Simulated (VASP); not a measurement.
# Ge5Pd (P6/mmm) in VASP: relaxation of cell and atoms with PBE

Aim: the relaxation of cell and atoms of Ge5Pd with PBE.

All numbers are computed with VASP 6.6.1; they aren't measurements. Logs are shortened: lines on timing, memory, paths and dates and some standing lists are left out, and cuts for length are marked.

## (1) The cell of the first run

It takes space group P6/mmm (No. 191, hexagonal). The conventional cell has a = 5.543 Å, b = 5.543 Å, c = 4.562 Å, α = 90.00°, β = 90.00°, γ = 120.00°. Ge (site symmetry mmm) has 8 Ge at 2.77 to 2.79 Å and 4 Pd at 3.59 Å within 3.7 Å. Within 3.7 Å of Ge (site symmetry -6m2) lie 9 Ge at 2.79 to 3.20 Å and 3 Pd at 3.20 Å. Within 4.2 Å of Pd (site symmetry 6/mmm) lie 18 Ge at 3.20 to 3.59 Å.

The cell was generated, and may not be a known phase.

## (2) Relaxation of cell and atoms, PBE

The input, INCAR:

```
SYSTEM = Ge5Pd
PREC = Accurate ; ENCUT = 600
EDIFF = 1E-6 ; ISMEAR = 0
SIGMA = 0.1 ; LREAL = .False.
LASPH = .True. ; NELM = 100
ALGO = Fast ; ISIF = 3
LWAVE = .False. ; LCHARG = .False.
GGA = PE ; IBRION = 2
NSW = 100 ; EDIFFG = -0.01
```

The input, KPOINTS:

```
regular mesh
0
Gamma
  12 12 8
  0 0 0
```

The input, POSCAR:

```
Ge5Pd
1.0
    5.5430934200      0.0000000000      0.0000000000
   -2.7715467100      4.8004597100      0.0000000000
    0.0000000000      0.0000000000      4.5620409800
Ge Pd
5 1
Direct
    0.0000000000      0.5000000000      0.5000000000
    0.5000000000      0.5000000000      0.5000000000
    0.3333333300      0.6666666700      0.0000000000
    0.5000000000      0.0000000000      0.5000000000
    0.6666666700      0.3333333300      0.0000000000
    0.0000000000      0.0000000000      0.0000000000
```

Potentials or basis: VASP PAW PBE potentials, release 64 (Ge_d, Pd).

On the command line:

```bash
cat potpaw_PBE.64/Ge_d/POTCAR potpaw_PBE.64/Pd/POTCAR > POTCAR
mpirun -np 1 vasp_std > vasp.out
```

OUTCAR:

```text
SYSTEM = Ge5Pd
   PREC = Accurate
   ENCUT = 600
   EDIFF = 1E-6
   ISMEAR = 0
   LREAL = .False.
   LASPH = .True.
   NELM = 100
   ISIF = 3
   GGA = PE
   IBRION = 2
   NSW = 100
   EDIFFG = -0.01

 ion  position               nearest neighbor table
   1  0.000  0.500  0.500-   4 2.77   4 2.77   2 2.77   2 2.77   3 2.79   5 2.79   3 2.79   5 2.79

   2  0.500  0.500  0.500-   4 2.77   4 2.77   1 2.77   1 2.77   3 2.79   5 2.79   3 2.79   5 2.79

   3  0.333  0.667  0.000-   4 2.79   4 2.79   1 2.79   1 2.79   2 2.79   2 2.79
   4  0.500  0.000  0.500-   1 2.77   2 2.77   2 2.77   1 2.77   3 2.79   5 2.79   3 2.79   5 2.79

   5  0.667  0.333  0.000-   4 2.79   4 2.79   1 2.79   1 2.79   2 2.79   2 2.79
   6  0.000  0.000  0.000-

  LATTYP: Found a hexagonal cell.
 ALAT       =     5.5430934200
 C/A-ratio  =     0.8230135476

  Lattice vectors:

 A1 = (   5.5430934200,   0.0000000000,   0.0000000000)
 A2 = (  -2.7715467100,   4.8004597100,   0.0000000000)
 A3 = (   0.0000000000,   0.0000000000,   4.5620409800)

Analysis of symmetry for initial positions (statically):
=====================================================================
 Subroutine PRICEL returns:
 Original cell was already a primitive cell.

 Routine SETGRP: Setting up the symmetry group for a
 hexagonal supercell.

 Subroutine GETGRP returns: Found 24 space group operations
 (whereof 24 operations were pure point group operations)
 out of a pool of 24 trial point group operations.

The static configuration has the point symmetry D_6h.

Analysis of symmetry for dynamics (positions and initial velocities):
=====================================================================
 Subroutine PRICEL returns:
 Original cell was already a primitive cell.

 Routine SETGRP: Setting up the symmetry group for a
 hexagonal supercell.

 Subroutine GETGRP returns: Found 24 space group operations
 (whereof 24 operations were pure point group operations)
 out of a pool of 24 trial point group operations.

The dynamic configuration has the point symmetry D_6h.

 Subroutine INISYM returns: Found 24 space group operations
 (whereof 24 operations are pure point group operations),
 and found     1 'primitive' translations

----------------------------------------------------------------------------------------

                                     Primitive cell

  volume of cell :     121.3932

  direct lattice vectors                    reciprocal lattice vectors
     5.543093420  0.000000000  0.000000000     0.180404681  0.104156691  0.000000000
    -2.771546710  4.800459710  0.000000000     0.000000000  0.208313383  0.000000000
     0.000000000  0.000000000  4.562040980     0.000000000  0.000000000  0.219200135

  length of vectors
     5.543093420  5.543093414  4.562040980     0.208313382  0.208313383  0.219200135

  position of ions in fractional coordinates (direct lattice)
     0.000000000  0.500000000  0.500000000
     0.500000000  0.500000000  0.500000000
     0.333333330  0.666666670  0.000000000
     0.500000000  0.000000000  0.500000000
     0.666666670  0.333333330  0.000000000
     0.000000000  0.000000000  0.000000000

  ion indices of the primitive-cell ions
   primitive index   ion index
                 1           1
                 2           2
                 3           3
                 4           4
                 5           5
                 6           6

----------------------------------------------------------------------------------------

 KPOINTS: regular mesh

Automatic generation of k-mesh.
 Grid dimensions read from file:
 generate k-points for:   12   12    8

 Generating k-lattice:

  Cartesian coordinates                     Fractional coordinates (reciprocal lattice)
     0.015033723  0.008679724  0.000000000     0.083333333  0.000000000  0.000000000
     0.000000000  0.017359449  0.000000000     0.000000000  0.083333333  0.000000000
     0.000000000  0.000000000  0.027400017     0.000000000  0.000000000  0.125000000

  Length of vectors
     0.017359449  0.017359449  0.027400017

  Shift w.r.t. Gamma in fractional coordinates (k-lattice)
     0.000000000  0.000000000  0.000000000

 Subroutine IBZKPT returns following result:
 ===========================================

 Found     95 irreducible k-points:

 Following reciprocal coordinates:
            Coordinates               Weight
  0.000000  0.000000  0.000000      1.000000
  0.083333  0.000000  0.000000      6.000000
  0.166667  0.000000  0.000000      6.000000
  0.250000  0.000000  0.000000      6.000000
  0.333333  0.000000  0.000000      6.000000
  0.416667  0.000000  0.000000      6.000000
[... 16 lines left out ...]
  0.250000  0.000000  0.125000     12.000000
  0.333333  0.000000  0.125000     12.000000
 [... further k-points ...]
   k-points           NKPTS =     95   k-points in BZ     NKDIM =     95   number of bands    NBANDS=     48
   number of dos      NEDOS =    301   number of ions     NIONS =      6
   total plane-waves  NPLWV =  82944
   dimension x,y,z NGX =    48 NGY =   48 NGZ =   36
   dimension x,y,z NGXF=    96 NGYF=   96 NGZF=   72
   ions per type =               5   1
   NGX,Y,Z   is equivalent  to a cutoff of  14.40, 14.40, 13.12 a.u.
   NGXF,Y,Z  is equivalent  to a cutoff of  28.79, 28.79, 26.24 a.u.
 SYSTEM =  Ge5Pd
   PREC   = accura    normal or accurate (medium, high low for compatibility)
   ISTART =      0    job   : 0-new  1-cont  2-samecut
   ICHARG =      2    charge: 1-file 2-atom 10-const
   ISPIN  =      1    spin polarized calculation?
   LNONCOLLINEAR =      F non collinear calculations
   LSORBIT =      F    spin-orbit coupling
   LASPH  =      T    aspherical Exc in radial PAW
   ENCUT  =  600.0 eV  44.10 Ry    6.64 a.u.  11.07 11.07  9.11*2*pi/ulx,y,z
   NELM   =    100;   NELMIN=  2; NELMDL= -5     # of ELM steps
   EDIFF  = 0.1E-05   stopping-criterion for ELM
   LREAL  =      F    real-space projection
   EDIFFG = -.1E-01   stopping-criterion for IOM
   NSW    =    100    number of steps for IOM
   IBRION =      2    ionic relax: 0-MD 1-quasi-New 2-CG
   NFREE  =      1    steps in history (QN), initial steepest desc. (CG)
   ISIF   =      3    stress and relaxation
   ISYM   =      2    0-nonsym 1-usesym 2-fastsym
   POTIM  = 0.5000    time-step for ionic-motion
   TEBEG  =    0.0;   TEEND  =   0.0 temperature during run
   PSTRESS=    0.0 pullay stress
   NELECT =      80.0000    total number of electrons
   NUPDOWN=      -1.0000    fix difference up-down
   EMIN   =  10.00;   EMAX   =-10.00  energy-range for DOS
   EFERMI =   0.00;   METHOD = LEGACY
   ISMEAR =     0;   SIGMA  =   0.10  broadening in eV -4-tet -1-fermi 0-gaus
   EFERMI_NEDOS =   21; number of points for ismear=-14 and -15
   IALGO  =     68    algorithm
   IMIX   =      4    mixing-type and parameters
     AMIX     =   0.40;   BMIX     =  1.00
     AMIX_MAG =   1.60;   BMIX_MAG =  1.00
  volume/ion in A,a.u.               =      20.23       136.53
  Fermi-wavevector in a.u.,A,eV,Ry     =   1.424645  2.692189 27.614579  2.029614
  Thomas-Fermi vector in A             =   2.545114
   LORBIT       =      0    0 simple, 1 ext, 2 COOP (PROOUT), +10 PAW based schemes
   GGA     = PE    functional components
   LHFCALC =     F    Hartree Fock is set to
   AEXX    =    0.0000 exact exchange contribution
   IVDW    =     0    specifies the selected vdW correction
   LEPSILON=     F    determine dielectric tensor
   LRPA    =     F    only Hartree local field effects (RPA)
 conjugate gradient relaxation of ions
 non-spin polarized calculation
 RMM-DIIS sequential band-by-band and
 Gauss-broadening in eV      SIGMA  =   0.10
  energy-cutoff  :      600.00
  volume of cell :      121.39
 maximum number of plane-waves:      4080
 NGX is ok and might be reduce to    48
   NGX = 23   NGY = 23   NGZ = 19

--------------------------------------- Ionic step        1  -------------------------------------------

 number of electron      79.9999963 magnetization

 Free energy of the ion-electron system (eV)
  ---------------------------------------------------
  ext. energy  EPLUGINS =         0.00000000
  ---------------------------------------------------
  free energy    TOTEN  =       -24.96782917 eV

  energy without entropy =      -24.95500481  energy(sigma->0) =      -24.96141699

------------------------ aborting loop because EDIFF is reached ----------------------------------------

  FORCE on cell =-STRESS in cart. coord.  units (eV):
  Direction    XX          YY          ZZ          XY          YZ          ZX
  --------------------------------------------------------------------------------------
  -------------------------------------------------------------------------------------
  Total       -1.2534048     -1.2534048      4.1592764      0.0000000      0.0000000      0.0000000
  in kB      -16.5427509    -16.5427508     54.8951723      0.0000000      0.0000000      0.0000000
  external PRESSURE =       7.2698902 kB  Pullay stress =       0.0000000 kB
[... 101 lines left out ...]
  FREE ENERGIE OF THE ION-ELECTRON SYSTEM (eV)
  ---------------------------------------------------
  free  energy   TOTEN  =       -25.1914916215 eV

  energy  without entropy=      -25.1773649301  energy(sigma->0) =      -25.18442828

[... ionic steps 4 to 8 ...]

--------------------------------------- Ionic step        9  -------------------------------------------

 number of electron      79.9999982 magnetization

------------------------ aborting loop because EDIFF is reached ----------------------------------------

  FORCE on cell =-STRESS in cart. coord.  units (eV):
  Direction    XX          YY          ZZ          XY          YZ          ZX
  --------------------------------------------------------------------------------------
  -------------------------------------------------------------------------------------
  Total        0.2334611      0.2334611      0.6200941      0.0000000     -0.0000000      0.0000000
  in kB        3.1117558      3.1117558      8.2651100      0.0000000     -0.0000000      0.0000000
  external PRESSURE =       4.8295406 kB  Pullay stress =       0.0000000 kB
[... 65 lines left out ...]
  energy  without entropy=      -25.3693327410  energy(sigma->0) =      -25.37684608

--------------------------------------- Ionic step       11  -------------------------------------------

 number of electron      80.0000032 magnetization

 Free energy of the ion-electron system (eV)
  ---------------------------------------------------
  ext. energy  EPLUGINS =         0.00000000
  ---------------------------------------------------
  free energy    TOTEN  =       -25.38435422 eV

  energy without entropy =      -25.36933481  energy(sigma->0) =      -25.37684451

 E-fermi :   5.9543     XC(G=0): -10.8835

 val. band max:        5.9473753958   @ k =   0.3333   0.2500   0.3750
 cond. band min:       5.9605456345   @ k =   0.5000   0.0000   0.1250
 fundamental gap:      0.0131702387
 Fermi energy:         5.9543235192

 k-point     1 :       0.0000    0.0000    0.0000
  band No.  band energies     occupation
      1     -18.9958      2.00000
      2     -18.9253      2.00000
      3     -18.9253      2.00000
      4     -18.8756      2.00000
      5     -18.8111      2.00000
      6     -18.8021      2.00000
[... 1213 lines left out ...]
     47      10.5183      0.00000
     48      10.5679      0.00000

 [... further k-points ...]

------------------------ aborting loop because EDIFF is reached ----------------------------------------

  FORCE on cell =-STRESS in cart. coord.  units (eV):
  Direction    XX          YY          ZZ          XY          YZ          ZX
  --------------------------------------------------------------------------------------
  -------------------------------------------------------------------------------------
  Total        0.0532793      0.0532793     -0.0233451      0.0000000      0.0000000     -0.0000000
  in kB        0.7042230      0.7042230     -0.3085659      0.0000000      0.0000000     -0.0000000
  external PRESSURE =       0.3666267 kB  Pullay stress =       0.0000000 kB
[... 21 lines left out ...]
  FREE ENERGIE OF THE ION-ELECTRON SYSTEM (eV)
  ---------------------------------------------------
  free  energy   TOTEN  =       -25.3843542206 eV

  energy  without entropy=      -25.3693348081  energy(sigma->0) =      -25.37684451

 reached required accuracy - stopping structural energy minimisation
```

Wall time 2.9 h (1 thread of Oxide Virtual Turin-like, shared host); peak memory 0.63 GiB.

What came out:

```
Free energy                           : -25.3844 eV
Relaxed volume                        : 20.20 Å³/atom
Relaxed cell                          : a = 5.151 Å, b = 5.151 Å, c = 5.275 Å, α = 90.00°, β = 90.00°, γ = 120.00°
Space group after relaxing (to 0.1 Å) : P6/mmm (No. 191)
Energy gained by relaxing             : 69.4 meV/atom
Ionic steps                           : 11
Pressure after relaxing               : 0.0 GPa
Band gap on the k mesh                : zero (bands 40 and 41 overlap by 1.97 eV)
```

Step by step:
| step | energy change (eV) | largest force (eV/Å) | pressure (GPa) | volume (Å³) |
| --- | --- | --- | --- | --- |
| 1 | 0.0000 | 0.0000 | 0.73 | 121.39 |
| 2 | -0.1263 | 0.0000 | -0.66 | 122.94 |
| 3 | -0.2237 | 0.0000 | -1.85 | 124.83 |
| 4 | -0.3472 | 0.0000 | -3.05 | 127.88 |
| 5 | -0.3744 | 0.0000 | 0.60 | 121.46 |
| 6 | -0.3963 | 0.0000 | -1.09 | 123.89 |
| 7 | -0.4142 | 0.0000 | -0.29 | 122.08 |
| 8 | -0.4163 | 0.0000 | -0.09 | 121.46 |
| 9 | -0.4139 | 0.0000 | 0.48 | 120.20 |
| 10 | -0.4165 | 0.0000 | 0.09 | 121.16 |
| 11 | -0.4165 | 0.0000 | 0.04 | 121.22 |

Final structure:
```xyz
6
Lattice="5.1510 0.0000 0.0000 -2.5755 4.4609 0.0000 0.0000 0.0000 5.2753" Properties=species:S:1:pos:R:3 pbc="T T T"
Ge   -1.2877    2.2304    2.6377
Ge    1.2877    2.2304    2.6377
Ge    0.0000    2.9739    0.0000
Ge    2.5755    0.0000    2.6377
Ge    2.5755    1.4870    0.0000
Pd    0.0000    0.0000    0.0000
```

Caveat: a cell axis changed by over 15 % at a fixed basis, so the end point is rough.
